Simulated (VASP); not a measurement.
# Mg (Fm-3m) in VASP: a series of runs

Runs on Mg. Level: LDA. Tasks: single point.

Everything below comes from runs of VASP 6.6.1. Logs are shortened: lines on timing, memory, paths and dates and some standing lists are left out, and cuts for length are marked.

### Step 1. The cell of the first run

Symmetry: Fm-3m, No. 225, cubic system. Conventional cell: a = 4.433 Å, b = 4.433 Å, c = 4.433 Å, α = 90.00°, β = 90.00°, γ = 90.00°. Within 4.1 Å of Mg (site symmetry m-3m) lie 12 Mg at 3.13 Å.

### Step 2. Single point, LDA

The input, INCAR:

```
SYSTEM = Mg
ALGO = Normal
EDIFF = 1E-6
ENCUT = 520
GGA = CA
ISIF = 2
ISMEAR = -1
LASPH = .True.
LCHARG = .False.
LREAL = .False.
LWAVE = .False.
NBANDS = 7
NELM = 100
PREC = Accurate
SIGMA = 0.1
```

The input, KPOINTS:

```
k-points
0
Gamma
  14 14 14
  0 0 0
```

The input, POSCAR:

```
Mg
1.0
    0.0000000000      2.2163967854      2.2163967854
    2.2163967854      0.0000000000      2.2163967854
    2.2163967854      2.2163967854      0.0000000000
Mg
1
Direct
    0.0000000000      0.0000000000      0.0000000000
```

Potentials or basis: VASP PAW LDA potentials, release 64 (Mg).

Started as:

```
$ cat potpaw_LDA.64/Mg/POTCAR > POTCAR
$ mpirun -np 1 vasp_std > vasp.out
```

OUTCAR:

```text
SYSTEM = Mg
   EDIFF = 1E-6
   ENCUT = 520
   GGA = CA
   ISIF = 2
   ISMEAR = -1
   LASPH = .True.
   LREAL = .False.
   NELM = 100
   PREC = Accurate

 ion  position               nearest neighbor table
   1  0.000  0.000  0.000-

  LATTYP: Found a face centered cubic cell.
 ALAT       =     4.4327935708

  Lattice vectors:

 A1 = (   0.0000000000,   2.2163967854,   2.2163967854)
 A2 = (   2.2163967854,   0.0000000000,   2.2163967854)
 A3 = (   2.2163967854,   2.2163967854,   0.0000000000)

Analysis of symmetry for initial positions (statically):
=====================================================================
 Subroutine PRICEL returns:
 Original cell was already a primitive cell.

 Routine SETGRP: Setting up the symmetry group for a
 face centered cubic supercell.

 Subroutine GETGRP returns: Found 48 space group operations
[... 9 lines left out ...]

 Routine SETGRP: Setting up the symmetry group for a
 face centered cubic supercell.

 Subroutine GETGRP returns: Found 48 space group operations
[... 11 lines left out ...]
                                     Primitive cell

  volume of cell :      21.7757

  direct lattice vectors                    reciprocal lattice vectors
     0.000000000  2.216396785  2.216396785    -0.225591376  0.225591376  0.225591376
     2.216396785  0.000000000  2.216396785     0.225591376 -0.225591376  0.225591376
     2.216396785  2.216396785  0.000000000     0.225591376  0.225591376 -0.225591376

  length of vectors
     3.134458394  3.134458394  3.134458394     0.390735725  0.390735725  0.390735725

  position of ions in fractional coordinates (direct lattice)
     0.000000000  0.000000000  0.000000000

  ion indices of the primitive-cell ions
   primitive index   ion index
                 1           1

----------------------------------------------------------------------------------------

 KPOINTS: k-points

Automatic generation of k-mesh.
 Grid dimensions read from file:
 generate k-points for:   14   14   14

 Generating k-lattice:

  Cartesian coordinates                     Fractional coordinates (reciprocal lattice)
    -0.016113670  0.016113670  0.016113670     0.071428571  0.000000000  0.000000000
     0.016113670 -0.016113670  0.016113670     0.000000000  0.071428571  0.000000000
     0.016113670  0.016113670 -0.016113670     0.000000000  0.000000000  0.071428571

  Length of vectors
     0.027909695  0.027909695  0.027909695

  Shift w.r.t. Gamma in fractional coordinates (k-lattice)
     0.000000000  0.000000000  0.000000000

 Subroutine IBZKPT returns following result:
 ===========================================

 Found    104 irreducible k-points:

 Following reciprocal coordinates:
            Coordinates               Weight
  0.000000  0.000000  0.000000      1.000000
  0.071429  0.000000  0.000000      8.000000
  0.142857  0.000000  0.000000      8.000000
  0.214286  0.000000  0.000000      8.000000
  0.285714  0.000000  0.000000      8.000000
  0.357143  0.000000  0.000000      8.000000
[... 16 lines left out ...]
  0.214286  0.142857  0.000000     24.000000
  0.285714  0.142857  0.000000     24.000000
 [... further k-points ...]
   k-points           NKPTS =    104   k-points in BZ     NKDIM =    104   number of bands    NBANDS=      7
   number of dos      NEDOS =    301   number of ions     NIONS =      1
   total plane-waves  NPLWV =  13824
   dimension x,y,z NGX =    24 NGY =   24 NGZ =   24
   dimension x,y,z NGXF=    48 NGYF=   48 NGZF=   48
   ions per type =               1
   NGX,Y,Z   is equivalent  to a cutoff of  12.73, 12.73, 12.73 a.u.
   NGXF,Y,Z  is equivalent  to a cutoff of  25.46, 25.46, 25.46 a.u.
 SYSTEM =  Mg
   PREC   = accura    normal or accurate (medium, high low for compatibility)
   ISTART =      0    job   : 0-new  1-cont  2-samecut
   ICHARG =      2    charge: 1-file 2-atom 10-const
   ISPIN  =      1    spin polarized calculation?
   LNONCOLLINEAR =      F non collinear calculations
   LSORBIT =      F    spin-orbit coupling
   LASPH  =      T    aspherical Exc in radial PAW
   ENCUT  =  520.0 eV  38.22 Ry    6.18 a.u.   5.83  5.83  5.83*2*pi/ulx,y,z
   NELM   =    100;   NELMIN=  2; NELMDL= -5     # of ELM steps
   EDIFF  = 0.1E-05   stopping-criterion for ELM
   LREAL  =      F    real-space projection
   EDIFFG = 0.1E-04   stopping-criterion for IOM
   NSW    =      0    number of steps for IOM
   IBRION =     -1    ionic relax: 0-MD 1-quasi-New 2-CG
   NFREE  =      0    steps in history (QN), initial steepest desc. (CG)
   ISIF   =      2    stress and relaxation
   ISYM   =      2    0-nonsym 1-usesym 2-fastsym
   POTIM  = 0.5000    time-step for ionic-motion
   TEBEG  =    0.0;   TEEND  =   0.0 temperature during run
   PSTRESS=    0.0 pullay stress
   NELECT =       2.0000    total number of electrons
   NUPDOWN=      -1.0000    fix difference up-down
   EMIN   =  10.00;   EMAX   =-10.00  energy-range for DOS
   EFERMI =   0.00;   METHOD = LEGACY
   ISMEAR =    -1;   SIGMA  =   0.10  broadening in eV -4-tet -1-fermi 0-gaus
   EFERMI_NEDOS =   21; number of points for ismear=-14 and -15
   IALGO  =     38    algorithm
   IMIX   =      4    mixing-type and parameters
     AMIX     =   0.40;   BMIX     =  1.00
     AMIX_MAG =   1.60;   BMIX_MAG =  1.00
  volume/ion in A,a.u.               =      21.78       146.95
  Fermi-wavevector in a.u.,A,eV,Ry     =   0.738631  1.395810  7.423002  0.545575
  Thomas-Fermi vector in A             =   1.832599
   LORBIT       =      0    0 simple, 1 ext, 2 COOP (PROOUT), +10 PAW based schemes
   GGA     = CA    functional components
   LHFCALC =     F    Hartree Fock is set to
   AEXX    =    0.0000 exact exchange contribution
   IVDW    =     0    specifies the selected vdW correction
   LEPSILON=     F    determine dielectric tensor
   LRPA    =     F    only Hartree local field effects (RPA)
 non-spin polarized calculation
  energy-cutoff  :      520.00
  volume of cell :       21.78
 maximum number of plane-waves:       598
   NGX = 11   NGY = 11   NGZ = 11

 number of electron       2.0000000 magnetization

 Free energy of the ion-electron system (eV)
  ---------------------------------------------------
  ext. energy  EPLUGINS =         0.00000000
  ---------------------------------------------------
  free energy    TOTEN  =        -1.80638691 eV

  energy without entropy =       -1.79392745  energy(sigma->0) =       -1.80015718

 E-fermi :   2.7209     XC(G=0):  -8.8516

 val. band max:        2.6916417418   @ k =   0.5000   0.1429   0.0000
 cond. band min:       2.7883938865   @ k =  -0.4286   0.4286   0.0000
 fundamental gap:      0.0967521448
 Fermi energy:         2.7208507031

 k-point     1 :       0.0000    0.0000    0.0000
  band No.  band energies     occupation
      1      -4.4009      2.00000
      2      15.3670      0.00000
      3      15.3670      0.00000
      4      15.3670      0.00000
      5      17.4547      0.00000
      6      17.4547      0.00000
      7      17.4547      0.00000

 k-point     2 :       0.0714    0.0000    0.0000
  band No.  band energies     occupation
      1      -4.2835      2.00000
      2      13.6817      0.00000
      3      15.1185      0.00000
      4      15.1185      0.00000
      5      17.4927      0.00000
      6      17.8982      0.00000
      7      17.8982      0.00000

 k-point     3 :       0.1429    0.0000    0.0000
  band No.  band energies     occupation
      1      -3.9323      2.00000
      2      11.2810      0.00000
      3      14.6878      0.00000
      4      14.6878      0.00000
      5      17.1723      0.00000
      6      18.9042      0.00000
      7      18.9042      0.00000

 k-point     4 :       0.2143    0.0000    0.0000
  band No.  band energies     occupation
      1      -3.3500      2.00000
      2       8.9391      0.00000
      3      14.3358      0.00000
      4      14.3358      0.00000
      5      16.8453      0.00000
      6      18.1263      0.00000
      7      18.1263      0.00000

 k-point     5 :       0.2857    0.0000    0.0000
  band No.  band energies     occupation
      1      -2.5410      2.00000
      2       6.7397      0.00000
      3      14.1302      0.00000
      4      14.1302      0.00000
      5      16.6355      0.00000
      6      17.0272      0.00000
      7      17.0272      0.00000

 k-point     6 :       0.3571    0.0000    0.0000
  band No.  band energies     occupation
      1      -1.5117      2.00000
      2       4.7108      0.00000
      3      14.0832      0.00000
      4      14.0832      0.00000
      5      16.1252      0.00000
      6      16.1252      0.00000
      7      16.5858      0.00000

 k-point     7 :       0.4286    0.0000    0.0000
  band No.  band energies     occupation
      1      -0.2722      2.00000
      2       2.8700      0.36734
      3      14.1717      0.00000
      4      14.1717      0.00000
      5      15.4630      0.00000
      6      15.4630      0.00000
      7      16.6721      0.00000
[... 121 lines left out ...]
 k-point    20 :      -0.1429    0.0714    0.0000
  band No.  band energies     occupation
      1      -3.6601      2.00000
      2      10.5126      0.00000
      3      12.7500      0.00000
      4      15.6964      0.00000
      5      17.8217      0.00000
      6      17.8382      0.00000
      7      18.3686      0.00000

 k-point    21 :      -0.0714    0.0714    0.0000
  band No.  band energies     occupation
      1      -4.0882      2.00000
      2      12.6158      0.00000
      3      13.5475      0.00000
      4      15.6705      0.00000
      5      17.6734      0.00000
      6      17.9118      0.00000
      7      18.6039      0.00000

 k-point    22 :       0.1429    0.1429    0.0000
  band No.  band energies     occupation
      1      -3.7766      2.00000
      2      12.7349      0.00000
      3      13.0804      0.00000
      4      13.0804      0.00000
      5      15.6426      0.00000
      6      16.8327      0.00000
      7      20.7333      0.00000

 k-point    23 :       0.2143    0.1429    0.0000
  band No.  band energies     occupation
      1      -3.3500      2.00000
      2      10.7222      0.00000
      3      12.5465      0.00000
      4      13.2438      0.00000
      5      14.8198      0.00000
      6      16.3468      0.00000
      7      20.9226      0.00000

 k-point    24 :       0.2857    0.1429    0.0000
  band No.  band energies     occupation
      1      -2.6945      2.00000
      2       8.5067      0.00000
      3      12.2011      0.00000
      4      12.9152      0.00000
      5      13.9785      0.00000
      6      17.2415      0.00000
      7      20.4544      0.00000

 [... further k-points ...]
[... 5 lines left out ...]
  --------------------------------------------------------------------------------------
  -------------------------------------------------------------------------------------
  Total       -0.0332611     -0.0332611     -0.0332611     -0.0000000      0.0000000      0.0000000
  in kB       -2.4472300     -2.4472300     -2.4472300     -0.0000000      0.0000000      0.0000000
  external PRESSURE =      -2.4472300 kB  Pullay stress =       0.0000000 kB

 VOLUME and BASIS-vectors are now :
 -----------------------------------------------------------------------------
  energy-cutoff  :      520.00
  volume of cell :       21.78
      direct lattice vectors                 reciprocal lattice vectors
     0.000000000  2.216396785  2.216396785    -0.225591376  0.225591376  0.225591376
     2.216396785  0.000000000  2.216396785     0.225591376 -0.225591376  0.225591376
     2.216396785  2.216396785  0.000000000     0.225591376  0.225591376 -0.225591376

 POSITION                                       TOTAL-FORCE (eV/Angst)
 -----------------------------------------------------------------------------------
      0.00000      0.00000      0.00000         0.000000      0.000000      0.000000
 -----------------------------------------------------------------------------------
    total drift:                                0.000000     -0.000000     -0.000000

  FREE ENERGIE OF THE ION-ELECTRON SYSTEM (eV)
  ---------------------------------------------------
  free  energy   TOTEN  =        -1.8063869087 eV

  energy  without entropy=       -1.7939274464  energy(sigma->0) =       -1.80015718
```

Wall time 9.1 s (1 thread of AMD EPYC 7R13 (Zen 3), shared host); peak memory 0.1 GiB.

What came out:

```
Free energy            : -1.8064 eV
Pressure               : -0.2 GPa
Band gap on the k mesh : zero (band 1 reaches 3.76 eV, above the bottom of band 2 at 1.42 eV)
```

Levels at points of the mesh, in eV from the Fermi level:
```tsv
k point	band 1	band 2	band 3	band 4	band 5	band 6
(0.00, 0.00, 0.00)	-7.12	12.65	12.65	12.65	14.73	14.73
(0.50, 0.00, 0.00)	-1.74	-1.30	11.54	11.54	12.46	12.46
(0.50, 0.50, 0.00)	-0.21	0.84	6.24	7.17	7.17	10.17
```

### Step 3. Single point, LDA (volume scaled by 1.04)

The input, INCAR:

```
SYSTEM = Mg
ALGO     = Normal         ! electronic algorithm
EDIFF    = 1E-7           ! SCF threshold, eV
ENCUT    = 520            ! plane-wave cutoff, eV
GGA      = CA             ! functional
ISIF     = 2              ! what is computed and relaxed
ISMEAR   = -1             ! smearing method
LASPH    = .TRUE.         ! aspherical terms in the spheres
LCHARG   = .FALSE.        ! write CHGCAR
LREAL    = .FALSE.        ! projectors in reciprocal space
LWAVE    = .FALSE.        ! write WAVECAR
NBANDS   = 7              ! bands
NELM     = 80             ! most SCF steps
PREC     = Accurate       ! precision mode
SIGMA    = 0.1            ! smearing width, eV
```

The input, KPOINTS:

```
k-points
0
G
  14 14 14
  0 0 0
```

The input, POSCAR:

```
Mg
1.0
    0.0000000000      2.2455632457      2.2455632457
    2.2455632457      0.0000000000      2.2455632457
    2.2455632457      2.2455632457      0.0000000000
Mg
1
Direct
    0.0000000000      0.0000000000      0.0000000000
```

Potentials or basis: VASP PAW LDA potentials, release 64 (Mg).

Started as:

```
$ cat potpaw_LDA.64/Mg/POTCAR > POTCAR
$ mpirun -np 1 vasp_std > vasp.out
```

Run time: 11 s. Hardware: 1 thread of AMD EPYC 7R13 (Zen 3), shared host; peak memory 0.1 GiB.

Results (log left out):

| Property | Result |
| --- | --- |
| Free energy | -1.8011 eV |
| Pressure | -1.7 GPa |
| Band gap on the k mesh | zero (band 1 reaches 3.54 eV, above the bottom of band 2 at 1.21 eV) |

Levels at points of the mesh, in eV from the Fermi level:
| k point | band 1 | band 2 | band 3 | band 4 | band 5 |
| --- | --- | --- | --- | --- | --- |
| (0.00, 0.00, 0.00) | -6.95 | 12.40 | 12.40 | 12.40 | 14.27 |
| (0.50, 0.00, 0.00) | -1.68 | -1.31 | 11.33 | 11.33 | 12.06 |
| (0.50, 0.50, 0.00) | -0.20 | 0.81 | 6.17 | 6.96 | 6.96 |
